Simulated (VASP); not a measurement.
# KF in VASP: a series of runs

The runs below take KF through single point, with PBE.

Everything below comes from runs of VASP 6.6.1. Logs are shortened: lines on timing, memory, paths and dates and some standing lists are left out, and cuts for length are marked.

**1. The cell of the first run**

It takes space group I4/mmm (No. 139, tetragonal). Conventional cell: a = 3.833 Å, b = 3.833 Å, c = 6.234 Å, α = 90.00°, β = 90.00°, γ = 90.00°. K (site symmetry 4/mmm) has 6 F at 2.71 to 3.12 Å within 3.6 Å. Within 3.6 Å of F (site symmetry 4/mmm) lie 6 K at 2.71 to 3.12 Å.

**2. Single point, PBE (normal strain along x +0.0000, normal strain along z +0.1500)**

File INCAR:

```
  ALGO = Normal
  EDIFF = 1E-6
  ENCUT = 520
  GGA = PE
  ISIF = 2
  ISMEAR = 0
  LASPH = True
  LCHARG = False
  LREAL = False
  LWAVE = False
  NBANDS = 15
  NELM = 80
  PREC = Accurate
  SIGMA = 0.05
```

File KPOINTS:

```
k-points
0
Gamma
  8 8 8
```

File POSCAR:

```
KF
1.0
    0.0000000000      2.7105354767      3.1171157982
    2.7105354767      0.0000000000      3.1171157982
    2.7105354767      2.7105354767      0.0000000000
K F
1 1
Direct
    0.0000000000      0.0000000000      0.0000000000
    0.5000000000      0.5000000000      0.5000000000
```

Potentials or basis: VASP PAW PBE potentials, release 64 (K_sv, F).

Launch:

```sh
$ cat potpaw_PBE.64/K_sv/POTCAR potpaw_PBE.64/F/POTCAR > POTCAR
$ mpirun -np 1 vasp_std > vasp.out
```

OUTCAR:

```text
EDIFF = 1E-6
   ENCUT = 520
   GGA = PE
   ISIF = 2
   ISMEAR = 0
   LASPH = True
   LREAL = False
   NELM = 80
   PREC = Accurate

 ion  position               nearest neighbor table
   1  0.000  0.000  0.000-   2 2.71   2 2.71   2 2.71   2 2.71
   2  0.500  0.500  0.500-   1 2.71   1 2.71   1 2.71   1 2.71

  LATTYP: Found a body centered tetragonal cell.
 ALAT       =     3.8332760324
 C/A-ratio  =     1.6263455967

  Lattice vectors:

 A1 = (  -2.7105354767,   0.0000000000,   3.1171157982)
 A2 = (   2.7105354767,   0.0000000000,   3.1171157982)
 A3 = (   0.0000000000,   2.7105354767,  -3.1171157982)

Analysis of symmetry for initial positions (statically):
=====================================================================
 Subroutine PRICEL returns:
 Original cell was already a primitive cell.

 Routine SETGRP: Setting up the symmetry group for a
 body centered tetragonal supercell.

 Subroutine GETGRP returns: Found 16 space group operations
 (whereof 16 operations were pure point group operations)
 out of a pool of 16 trial point group operations.

The static configuration has the point symmetry D_4h.

Analysis of symmetry for dynamics (positions and initial velocities):
=====================================================================
 Subroutine PRICEL returns:
 Original cell was already a primitive cell.

 Routine SETGRP: Setting up the symmetry group for a
 body centered tetragonal supercell.

 Subroutine GETGRP returns: Found 16 space group operations
 (whereof 16 operations were pure point group operations)
 out of a pool of 16 trial point group operations.

The dynamic configuration has the point symmetry D_4h.

 Subroutine INISYM returns: Found 16 space group operations
 (whereof 16 operations are pure point group operations),
 and found     1 'primitive' translations

----------------------------------------------------------------------------------------

                                     Primitive cell

  volume of cell :      45.8029

  direct lattice vectors                    reciprocal lattice vectors
     0.000000000  2.710535477  3.117115798    -0.184465396  0.184465396  0.160404692
     2.710535477  0.000000000  3.117115798     0.184465396 -0.184465396  0.160404692
     2.710535477  2.710535477  0.000000000     0.184465396  0.184465396 -0.160404692

  length of vectors
     4.130788480  4.130788480  3.833276032     0.306242763  0.306242763  0.306242763

  position of ions in fractional coordinates (direct lattice)
     0.000000000  0.000000000  0.000000000
     0.500000000  0.500000000  0.500000000

  ion indices of the primitive-cell ions
   primitive index   ion index
                 1           1
                 2           2

----------------------------------------------------------------------------------------

 KPOINTS: k-points

Automatic generation of k-mesh.
 Grid dimensions read from file:
 generate k-points for:    8    8    8

 Generating k-lattice:

  Cartesian coordinates                     Fractional coordinates (reciprocal lattice)
    -0.023058174  0.023058174  0.020050587     0.125000000  0.000000000  0.000000000
     0.023058174 -0.023058174  0.020050587     0.000000000  0.125000000  0.000000000
     0.023058174  0.023058174 -0.020050587     0.000000000  0.000000000  0.125000000

  Length of vectors
     0.038280345  0.038280345  0.038280345

  Shift w.r.t. Gamma in fractional coordinates (k-lattice)
     0.000000000  0.000000000  0.000000000

 Subroutine IBZKPT returns following result:
 ===========================================

 Found     59 irreducible k-points:

 Following reciprocal coordinates:
            Coordinates               Weight
  0.000000  0.000000  0.000000      1.000000
  0.125000 -0.000000  0.000000      8.000000
  0.250000 -0.000000  0.000000      8.000000
  0.375000  0.000000  0.000000      8.000000
  0.500000 -0.000000  0.000000      4.000000
  0.125000  0.125000  0.000000      2.000000
[... 16 lines left out ...]
  0.250000 -0.000000  0.125000     16.000000
  0.375000  0.000000  0.125000     16.000000
 [... further k-points ...]
   k-points           NKPTS =     59   k-points in BZ     NKDIM =     59   number of bands    NBANDS=     15
   number of dos      NEDOS =    301   number of ions     NIONS =      2
   total plane-waves  NPLWV =  30720
   dimension x,y,z NGX =    32 NGY =   32 NGZ =   30
   dimension x,y,z NGXF=    64 NGYF=   64 NGZF=   60
   ions per type =               1   1
   NGX,Y,Z   is equivalent  to a cutoff of  12.88, 12.88, 13.01 a.u.
   NGXF,Y,Z  is equivalent  to a cutoff of  25.76, 25.76, 26.02 a.u.
 SYSTEM =  unknown system
   PREC   = accura    normal or accurate (medium, high low for compatibility)
   ISTART =      0    job   : 0-new  1-cont  2-samecut
   ICHARG =      2    charge: 1-file 2-atom 10-const
   ISPIN  =      1    spin polarized calculation?
   LNONCOLLINEAR =      F non collinear calculations
   LSORBIT =      F    spin-orbit coupling
   LASPH  =      T    aspherical Exc in radial PAW
   ENCUT  =  520.0 eV  38.22 Ry    6.18 a.u.   7.68  7.68  7.13*2*pi/ulx,y,z
   NELM   =     80;   NELMIN=  2; NELMDL= -5     # of ELM steps
   EDIFF  = 0.1E-05   stopping-criterion for ELM
   LREAL  =      F    real-space projection
   EDIFFG = 0.1E-04   stopping-criterion for IOM
   NSW    =      0    number of steps for IOM
   IBRION =     -1    ionic relax: 0-MD 1-quasi-New 2-CG
   NFREE  =      0    steps in history (QN), initial steepest desc. (CG)
   ISIF   =      2    stress and relaxation
   ISYM   =      2    0-nonsym 1-usesym 2-fastsym
   POTIM  = 0.5000    time-step for ionic-motion
   TEBEG  =    0.0;   TEEND  =   0.0 temperature during run
   PSTRESS=    0.0 pullay stress
   NELECT =      16.0000    total number of electrons
   NUPDOWN=      -1.0000    fix difference up-down
   EMIN   =  10.00;   EMAX   =-10.00  energy-range for DOS
   EFERMI =   0.00;   METHOD = LEGACY
   ISMEAR =     0;   SIGMA  =   0.05  broadening in eV -4-tet -1-fermi 0-gaus
   EFERMI_NEDOS =   21; number of points for ismear=-14 and -15
   IALGO  =     38    algorithm
   IMIX   =      4    mixing-type and parameters
     AMIX     =   0.40;   BMIX     =  1.00
     AMIX_MAG =   1.60;   BMIX_MAG =  1.00
  volume/ion in A,a.u.               =      22.90       154.55
  Fermi-wavevector in a.u.,A,eV,Ry     =   1.152968  2.178793 18.086692  1.329334
  Thomas-Fermi vector in A             =   2.289615
   LORBIT       =      0    0 simple, 1 ext, 2 COOP (PROOUT), +10 PAW based schemes
   GGA     = PE    functional components
   LHFCALC =     F    Hartree Fock is set to
   AEXX    =    0.0000 exact exchange contribution
   IVDW    =     0    specifies the selected vdW correction
   LEPSILON=     F    determine dielectric tensor
   LRPA    =     F    only Hartree local field effects (RPA)
 non-spin polarized calculation
 Gauss-broadening in eV      SIGMA  =   0.05
  energy-cutoff  :      520.00
  volume of cell :       45.80
 maximum number of plane-waves:      1251
   NGX = 15   NGY = 15   NGZ = 15

 number of electron      16.0000002 magnetization

 Free energy of the ion-electron system (eV)
  ---------------------------------------------------
  ext. energy  EPLUGINS =         0.00000000
  ---------------------------------------------------
  free energy    TOTEN  =        -8.21757755 eV

  energy without entropy =       -8.21757755  energy(sigma->0) =       -8.21757755

 E-fermi :  -2.9316     XC(G=0):  -7.5888

 val. band max:       -3.2032718854   @ k =   0.0000   0.0000   0.0000
 cond. band min:       2.0431983435   @ k =   0.0000   0.0000   0.0000
 fundamental gap:      5.2464702289
 Fermi energy:        -2.9315623507

 k-point     1 :       0.0000    0.0000    0.0000
  band No.  band energies     occupation
      1     -29.8466      2.00000
      2     -21.8082      2.00000
      3     -13.2675      2.00000
      4     -13.1653      2.00000
      5     -13.1653      2.00000
      6      -3.2689      2.00000
      7      -3.2033      2.00000
      8      -3.2033      2.00000
      9       2.0432      0.00000
     10       6.5596      0.00000
     11       7.2468      0.00000
     12       7.2468      0.00000
     13       7.9386      0.00000
     14       8.9843      0.00000
     15      12.6500      0.00000

 k-point     2 :       0.1250   -0.0000    0.0000
  band No.  band energies     occupation
      1     -29.8403      2.00000
      2     -21.8141      2.00000
      3     -13.2816      2.00000
      4     -13.1825      2.00000
      5     -13.1629      2.00000
      6      -3.3382      2.00000
      7      -3.2776      2.00000
      8      -3.2468      2.00000
      9       2.4049      0.00000
     10       6.6213      0.00000
     11       7.1036      0.00000
     12       7.4115      0.00000
     13       8.0646      0.00000
     14       9.0785      0.00000
     15      13.2584      0.00000

 k-point     3 :       0.2500   -0.0000    0.0000
  band No.  band energies     occupation
      1     -29.8249      2.00000
      2     -21.8288      2.00000
      3     -13.3218      2.00000
      4     -13.2169      2.00000
      5     -13.1569      2.00000
      6      -3.5720      2.00000
      7      -3.3585      2.00000
      8      -3.3501      2.00000
      9       3.3392      0.00000
     10       6.3623      0.00000
     11       7.3374      0.00000
     12       7.8357      0.00000
     13       8.5094      0.00000
     14       9.3557      0.00000
     15      13.3611      0.00000

 k-point     4 :       0.3750    0.0000    0.0000
  band No.  band energies     occupation
      1     -29.8094      2.00000
      2     -21.8437      2.00000
      3     -13.3693      2.00000
      4     -13.2431      2.00000
      5     -13.1509      2.00000
      6      -3.7824      2.00000
      7      -3.4512      2.00000
      8      -3.4304      2.00000
      9       4.4603      0.00000
     10       6.1165      0.00000
     11       7.6603      0.00000
     12       8.2805      0.00000
     13       9.3092      0.00000
     14       9.8011      0.00000
     15      11.7798      0.00000
[... 307 lines left out ...]
 k-point    22 :       0.1250    0.0000    0.1250
  band No.  band energies     occupation
      1     -29.8366      2.00000
      2     -21.8181      2.00000
      3     -13.2785      2.00000
      4     -13.1957      2.00000
      5     -13.1641      2.00000
      6      -3.4197      2.00000
      7      -3.2910      2.00000
      8      -3.2270      2.00000
      9       2.5199      0.00000
     10       6.6677      0.00000
     11       6.9614      0.00000
     12       7.5172      0.00000
     13       8.1728      0.00000
     14       9.0958      0.00000
     15      13.5632      0.00000

 k-point    23 :       0.2500   -0.0000    0.1250
  band No.  band energies     occupation
      1     -29.8234      2.00000
      2     -21.8285      2.00000
      3     -13.3027      2.00000
      4     -13.2343      2.00000
      5     -13.1733      2.00000
      6      -3.5933      2.00000
      7      -3.3374      2.00000
      8      -3.2939      2.00000
      9       3.2371      0.00000
     10       6.1823      0.00000
     11       7.4631      0.00000
     12       7.8401      0.00000
     13       8.5379      0.00000
     14       9.2304      0.00000
     15      13.8746      0.00000

 k-point    24 :       0.3750    0.0000    0.1250
  band No.  band energies     occupation
      1     -29.8084      2.00000
      2     -21.8391      2.00000
      3     -13.3505      2.00000
      4     -13.2651      2.00000
      5     -13.1846      2.00000
      6      -3.7274      2.00000
      7      -3.4242      2.00000
      8      -3.3867      2.00000
      9       4.3042      0.00000
     10       5.8992      0.00000
     11       7.8414      0.00000
     12       8.1785      0.00000
     13       9.2565      0.00000
     14       9.5767      0.00000
     15      12.1966      0.00000

 [... further k-points ...]

------------------------ aborting loop because EDIFF is reached ----------------------------------------

  FORCE on cell =-STRESS in cart. coord.  units (eV):
  Direction    XX          YY          ZZ          XY          YZ          ZX
  --------------------------------------------------------------------------------------
  -------------------------------------------------------------------------------------
  Total       -0.4294902     -0.4294902     -0.9471946      0.0000000      0.0000000      0.0000000
  in kB      -15.0234855    -15.0234855    -33.1326877      0.0000000      0.0000000      0.0000000
  external PRESSURE =     -21.0598863 kB  Pullay stress =       0.0000000 kB

 VOLUME and BASIS-vectors are now :
 -----------------------------------------------------------------------------
  energy-cutoff  :      520.00
  volume of cell :       45.80
      direct lattice vectors                 reciprocal lattice vectors
     0.000000000  2.710535477  3.117115798    -0.184465396  0.184465396  0.160404692
     2.710535477  0.000000000  3.117115798     0.184465396 -0.184465396  0.160404692
     2.710535477  2.710535477  0.000000000     0.184465396  0.184465396 -0.160404692

 POSITION                                       TOTAL-FORCE (eV/Angst)
 -----------------------------------------------------------------------------------
      0.00000      0.00000      0.00000        -0.000000      0.000000      0.000000
      2.71054      2.71054      3.11712         0.000000     -0.000000      0.000000
 -----------------------------------------------------------------------------------
    total drift:                                0.000000     -0.000000      0.000000

  FREE ENERGIE OF THE ION-ELECTRON SYSTEM (eV)
  ---------------------------------------------------
  free  energy   TOTEN  =        -8.2175775456 eV

  energy  without entropy=       -8.2175775456  energy(sigma->0) =       -8.21757755
```

It took 18 s on 1 thread of Intel Xeon 6975P-C (Granite Rapids), shared host; peak memory 0.19 GiB.

What came out:

| Item | Value |
| --- | --- |
| Free energy | -8.2176 eV |
| Pressure | -2.1 GPa |
| Band gap on the k mesh | 5.25 eV |

Stress tensor (GPa, compression positive):
```
-1.50  0.00  0.00
 0.00 -1.50  0.00
 0.00  0.00 -3.31
```

Levels at points of the mesh, in eV from the valence-band top:
```
           k point  band 5  band 6  band 7  band 8  band 9  band 10  band 11  band 12
(0.00, 0.00, 0.00)   -9.96   -0.07    0.00    0.00    5.25     9.76    10.45    10.45
(0.50, 0.00, 0.00)   -9.95   -0.66   -0.29   -0.26    8.23     9.28    10.98    11.66
(0.50, 0.50, 0.00)  -10.03   -0.37   -0.05   -0.05    8.30     9.33     9.57    12.79
(0.50, 0.00, 0.50)  -10.14   -0.22   -0.14   -0.09    7.91     9.39    10.83    12.54
```

Caveat: the cell differs from its parent crystal (normal strain along x +0.0000, normal strain along z +0.1500).

(Part 1 of 2 ends here.)
